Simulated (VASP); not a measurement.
# GaAs (F-43m) in VASP: a series of runs

Runs on GaAs. Level: PBEsol. Tasks: single point.

All numbers are computed with VASP 6.6.1; they aren't measurements. Logs are shortened: lines on timing, memory, paths and dates and some standing lists are left out, and cuts for length are marked.

**Measured values to compare with.**

“Evidence of valence band perturbations in GaAsN/GaAs(001): A combined variable-angle spectroscopic ellipsometry and modulated photoreflectance investigation”, 2008, arxiv:0805.2212 reports, for a bulk crystal of GaAs at 300 K: band gap 1.412 ± 0.01 eV (direct).

The runs below are set against these values where they give the same quantity.

## 1. The cell of the first run

Symmetry: F-43m, No. 216, cubic system. The conventional cell has a = 5.459 Å, b = 5.459 Å, c = 5.459 Å, α = 90.00°, β = 90.00°, γ = 90.00°. Within 3.1 Å of Ga (site symmetry -43m) lie 4 As at 2.36 Å. Within 3.1 Å of As (site symmetry -43m) lie 4 Ga at 2.36 Å.

## 2. Single point, PBEsol

Contents of INCAR:

```
ALGO = Normal
EDIFF = 1E-6
ENCUT = 520
GGA = PS
ISIF = 2
ISMEAR = 0
LASPH = True
LCHARG = False
LREAL = False
LWAVE = False
NBANDS = 16
NELM = 100
PREC = Accurate
SIGMA = 0.01
```

Contents of KPOINTS:

```
k-points
0
Gamma
  6 6 6
```

Contents of POSCAR:

```
GaAs
1.0
    0.0000000000      2.7292936669      2.7292936669
    2.7292936669      0.0000000000      2.7292936669
    2.7292936669      2.7292936669      0.0000000000
Ga As
1 1
Direct
    0.0000000000      0.0000000000      0.0000000000
    0.2500000000      0.2500000000      0.2500000000
```

Potentials or basis: VASP PAW PBE potentials, release 64 (Ga_d, As).

On the command line:

```
$ cat potpaw_PBE.64/Ga_d/POTCAR potpaw_PBE.64/As/POTCAR > POTCAR
$ mpirun -np 1 vasp_std > vasp.out
```

OUTCAR:

```text
EDIFF = 1E-6
   ENCUT = 520
   GGA = PS
   ISIF = 2
   ISMEAR = 0
   LASPH = True
   LREAL = False
   NELM = 100
   PREC = Accurate

 ion  position               nearest neighbor table
   1  0.000  0.000  0.000-   2 2.36   2 2.36   2 2.36   2 2.36
   2  0.250  0.250  0.250-   1 2.36   1 2.36   1 2.36   1 2.36

  LATTYP: Found a face centered cubic cell.
 ALAT       =     5.4585873338

  Lattice vectors:

 A1 = (   0.0000000000,   2.7292936669,   2.7292936669)
 A2 = (   2.7292936669,   0.0000000000,   2.7292936669)
 A3 = (   2.7292936669,   2.7292936669,   0.0000000000)

Analysis of symmetry for initial positions (statically):
=====================================================================
 Subroutine PRICEL returns:
 Original cell was already a primitive cell.

 Routine SETGRP: Setting up the symmetry group for a
 face centered cubic supercell.

 Subroutine GETGRP returns: Found 24 space group operations
 (whereof 24 operations were pure point group operations)
 out of a pool of 48 trial point group operations.

The static configuration has the point symmetry T_d .

Analysis of symmetry for dynamics (positions and initial velocities):
=====================================================================
 Subroutine PRICEL returns:
 Original cell was already a primitive cell.

 Routine SETGRP: Setting up the symmetry group for a
 face centered cubic supercell.

 Subroutine GETGRP returns: Found 24 space group operations
 (whereof 24 operations were pure point group operations)
 out of a pool of 48 trial point group operations.

The dynamic configuration has the point symmetry T_d .

 Subroutine INISYM returns: Found 24 space group operations
 (whereof 24 operations are pure point group operations),
 and found     1 'primitive' translations

----------------------------------------------------------------------------------------

                                     Primitive cell

  volume of cell :      40.6613

  direct lattice vectors                    reciprocal lattice vectors
     0.000000000  2.729293667  2.729293667    -0.183197582  0.183197582  0.183197582
     2.729293667  0.000000000  2.729293667     0.183197582 -0.183197582  0.183197582
     2.729293667  2.729293667  0.000000000     0.183197582  0.183197582 -0.183197582

  length of vectors
     3.859804119  3.859804119  3.859804119     0.317307520  0.317307520  0.317307520

  position of ions in fractional coordinates (direct lattice)
     0.000000000  0.000000000  0.000000000
     0.250000000  0.250000000  0.250000000

  ion indices of the primitive-cell ions
   primitive index   ion index
                 1           1
                 2           2

----------------------------------------------------------------------------------------

 KPOINTS: k-points

Automatic generation of k-mesh.
 Grid dimensions read from file:
 generate k-points for:    6    6    6

 Generating k-lattice:

  Cartesian coordinates                     Fractional coordinates (reciprocal lattice)
    -0.030532930  0.030532930  0.030532930     0.166666667  0.000000000  0.000000000
     0.030532930 -0.030532930  0.030532930     0.000000000  0.166666667  0.000000000
     0.030532930  0.030532930 -0.030532930     0.000000000  0.000000000  0.166666667

  Length of vectors
     0.052884587  0.052884587  0.052884587

  Shift w.r.t. Gamma in fractional coordinates (k-lattice)
     0.000000000  0.000000000  0.000000000

 Subroutine IBZKPT returns following result:
 ===========================================

 Found     16 irreducible k-points:

 Following reciprocal coordinates:
            Coordinates               Weight
  0.000000  0.000000  0.000000      1.000000
  0.166667  0.000000  0.000000      8.000000
  0.333333  0.000000  0.000000      8.000000
  0.500000  0.000000  0.000000      4.000000
  0.166667  0.166667  0.000000      6.000000
  0.333333  0.166667  0.000000     24.000000
[... 8 lines left out ...]
 -0.333333  0.333333  0.166667     24.000000
 -0.333333  0.500000  0.166667     12.000000
   k-points           NKPTS =     16   k-points in BZ     NKDIM =     16   number of bands    NBANDS=     16
   number of dos      NEDOS =    301   number of ions     NIONS =      2
   total plane-waves  NPLWV =  27000
   dimension x,y,z NGX =    30 NGY =   30 NGZ =   30
   dimension x,y,z NGXF=    60 NGYF=   60 NGZF=   60
   ions per type =               1   1
   NGX,Y,Z   is equivalent  to a cutoff of  12.92, 12.92, 12.92 a.u.
   NGXF,Y,Z  is equivalent  to a cutoff of  25.84, 25.84, 25.84 a.u.
 SYSTEM =  unknown system
   PREC   = accura    normal or accurate (medium, high low for compatibility)
   ISTART =      0    job   : 0-new  1-cont  2-samecut
   ICHARG =      2    charge: 1-file 2-atom 10-const
   ISPIN  =      1    spin polarized calculation?
   LNONCOLLINEAR =      F non collinear calculations
   LSORBIT =      F    spin-orbit coupling
   LASPH  =      T    aspherical Exc in radial PAW
   ENCUT  =  520.0 eV  38.22 Ry    6.18 a.u.   7.18  7.18  7.18*2*pi/ulx,y,z
   NELM   =    100;   NELMIN=  2; NELMDL= -5     # of ELM steps
   EDIFF  = 0.1E-05   stopping-criterion for ELM
   LREAL  =      F    real-space projection
[... 7 lines left out ...]
   TEBEG  =    0.0;   TEEND  =   0.0 temperature during run
   PSTRESS=    0.0 pullay stress
   NELECT =      18.0000    total number of electrons
   NUPDOWN=      -1.0000    fix difference up-down
   EMIN   =  10.00;   EMAX   =-10.00  energy-range for DOS
   EFERMI =   0.00;   METHOD = LEGACY
   ISMEAR =     0;   SIGMA  =   0.01  broadening in eV -4-tet -1-fermi 0-gaus
   EFERMI_NEDOS =   21; number of points for ismear=-14 and -15
   IALGO  =     38    algorithm
   IMIX   =      4    mixing-type and parameters
     AMIX     =   0.40;   BMIX     =  1.00
     AMIX_MAG =   1.60;   BMIX_MAG =  1.00
  volume/ion in A,a.u.               =      20.33       137.20
  Fermi-wavevector in a.u.,A,eV,Ry     =   1.247686  2.357785 21.180476  1.556721
  Thomas-Fermi vector in A             =   2.381807
   LORBIT       =      0    0 simple, 1 ext, 2 COOP (PROOUT), +10 PAW based schemes
   GGA     = PS    functional components
   LHFCALC =     F    Hartree Fock is set to
   AEXX    =    0.0000 exact exchange contribution
   IVDW    =     0    specifies the selected vdW correction
   LEPSILON=     F    determine dielectric tensor
   LRPA    =     F    only Hartree local field effects (RPA)
 non-spin polarized calculation
 Gauss-broadening in eV      SIGMA  =   0.01
  energy-cutoff  :      520.00
  volume of cell :       40.66
 maximum number of plane-waves:      1113
 NGX is ok and might be reduce to    30
   NGX = 15   NGY = 15   NGZ = 15

 number of electron      17.9999990 magnetization

 Free energy of the ion-electron system (eV)
  ---------------------------------------------------
  ext. energy  EPLUGINS =         0.00000000
  ---------------------------------------------------
  free energy    TOTEN  =        -8.93419226 eV

  energy without entropy =       -8.93419226  energy(sigma->0) =       -8.93419226

 E-fermi :   4.9754     XC(G=0): -10.2490

 val. band max:        4.8631244801   @ k =   0.0000   0.0000   0.0000
 cond. band min:       5.9860475306   @ k =   0.5000   0.5000   0.0000
 fundamental gap:      1.1229230505
 Fermi energy:         4.9753877922

 k-point     1 :       0.0000    0.0000    0.0000
  band No.  band energies     occupation
      1     -10.1551      2.00000
      2     -10.1551      2.00000
      3     -10.1551      2.00000
      4     -10.0455      2.00000
      5     -10.0455      2.00000
      6      -8.7067      2.00000
[... 8 lines left out ...]
     15      15.2341      0.00000
     16      15.2341      0.00000

 k-point     2 :       0.1667    0.0000    0.0000
  band No.  band energies     occupation
      1     -10.1946      2.00000
      2     -10.1466      2.00000
      3     -10.1466      2.00000
      4     -10.0459      2.00000
      5     -10.0459      2.00000
      6      -8.3279      2.00000
[... 8 lines left out ...]
     15      13.9729      0.00000
     16      13.9854      0.00000

 k-point     3 :       0.3333    0.0000    0.0000
  band No.  band energies     occupation
      1     -10.2550      2.00000
      2     -10.1327      2.00000
      3     -10.1327      2.00000
      4     -10.0433      2.00000
      5     -10.0433      2.00000
      6      -7.3458      2.00000
[... 8 lines left out ...]
     15      14.7224      0.00000
     16      14.7224      0.00000

 k-point     4 :       0.5000    0.0000    0.0000
  band No.  band energies     occupation
      1     -10.2801      2.00000
      2     -10.1278      2.00000
      3     -10.1278      2.00000
      4     -10.0400      2.00000
      5     -10.0400      2.00000
      6      -6.5721      2.00000
[... 8 lines left out ...]
     15      17.1998      0.00000
     16      17.1998      0.00000

 k-point     5 :       0.1667    0.1667    0.0000
  band No.  band energies     occupation
      1     -10.2117      2.00000
      2     -10.1381      2.00000
      3     -10.1381      2.00000
      4     -10.0540      2.00000
      5     -10.0410      2.00000
      6      -8.2044      2.00000
[... 8 lines left out ...]
     15      14.8591      0.00000
     16      15.7054      0.00000

 k-point     6 :       0.3333    0.1667    0.0000
  band No.  band energies     occupation
      1     -10.2569      2.00000
      2     -10.1261      2.00000
      3     -10.1223      2.00000
      4     -10.0585      2.00000
      5     -10.0375      2.00000
      6      -7.4154      2.00000
[... 8 lines left out ...]
     15      15.8849      0.00000
     16      16.0796      0.00000
[... 115 lines left out ...]
 k-point    13 :       0.5000    0.5000    0.0000
  band No.  band energies     occupation
      1     -10.3166      2.00000
      2     -10.0866      2.00000
      3     -10.0840      2.00000
      4     -10.0840      2.00000
      5     -10.0275      2.00000
      6      -5.6857      2.00000
[... 8 lines left out ...]
     15      18.6607      0.00000
     16      18.7180      0.00000

 k-point    14 :       0.5000    0.3333    0.1667
  band No.  band energies     occupation
      1     -10.2841      2.00000
      2     -10.1164      2.00000
      3     -10.1068      2.00000
      4     -10.0620      2.00000
      5     -10.0373      2.00000
      6      -6.5582      2.00000
[... 8 lines left out ...]
     15      16.4930      0.00000
     16      18.6729      0.00000

 k-point    15 :      -0.3333    0.3333    0.1667
  band No.  band energies     occupation
      1     -10.2939      2.00000
      2     -10.1156      2.00000
      3     -10.1000      2.00000
      4     -10.0579      2.00000
      5     -10.0411      2.00000
      6      -5.9111      2.00000
[... 8 lines left out ...]
     15      17.5930      0.00000
     16      18.2629      0.00000

 k-point    16 :      -0.3333    0.5000    0.1667
  band No.  band energies     occupation
      1     -10.3046      2.00000
      2     -10.1033      2.00000
      3     -10.0926      2.00000
      4     -10.0676      2.00000
      5     -10.0360      2.00000
      6      -5.6175      2.00000
[... 8 lines left out ...]
     15      17.7581      0.00000
     16      18.8277      0.00000

------------------------ aborting loop because EDIFF is reached ----------------------------------------

  FORCE on cell =-STRESS in cart. coord.  units (eV):
  Direction    XX          YY          ZZ          XY          YZ          ZX
  --------------------------------------------------------------------------------------
  -------------------------------------------------------------------------------------
  Total        2.5139176      2.5139176      2.5139176      0.0000000      0.0000000     -0.0000000
  in kB       99.0560094     99.0560094     99.0560094      0.0000000      0.0000000     -0.0000000
  external PRESSURE =      99.0560094 kB  Pullay stress =       0.0000000 kB

 VOLUME and BASIS-vectors are now :
 -----------------------------------------------------------------------------
  energy-cutoff  :      520.00
  volume of cell :       40.66
      direct lattice vectors                 reciprocal lattice vectors
     0.000000000  2.729293667  2.729293667    -0.183197582  0.183197582  0.183197582
     2.729293667  0.000000000  2.729293667     0.183197582 -0.183197582  0.183197582
     2.729293667  2.729293667  0.000000000     0.183197582  0.183197582 -0.183197582

 POSITION                                       TOTAL-FORCE (eV/Angst)
 -----------------------------------------------------------------------------------
      0.00000      0.00000      0.00000         0.000000      0.000000      0.000000
      1.36465      1.36465      1.36465        -0.000000     -0.000000     -0.000000
 -----------------------------------------------------------------------------------
    total drift:                               -0.000000     -0.000000     -0.000000

  FREE ENERGIE OF THE ION-ELECTRON SYSTEM (eV)
  ---------------------------------------------------
  free  energy   TOTEN  =        -8.9341922592 eV

  energy  without entropy=       -8.9341922592  energy(sigma->0) =       -8.93419226
```

Run time: 11 s. Hardware: 1 thread of Intel Xeon Platinum 8259CL at 2.50GHz (Skylake/Cascade Lake), shared host; peak memory 0.16 GiB.

Results:

```yaml
Free_energy: -8.9342 eV
Pressure: 9.9 GPa
Band_gap_on_the_k_mesh: 1.12 eV, indirect (least direct gap 1.27 eV)
```

Caveat: the PAW data sets were made with another functional, which shifts forces and pressure a little. A hybrid or GW would open this gap; PBEsol tends to underestimate it.

(Continued in part 2 of 2.)
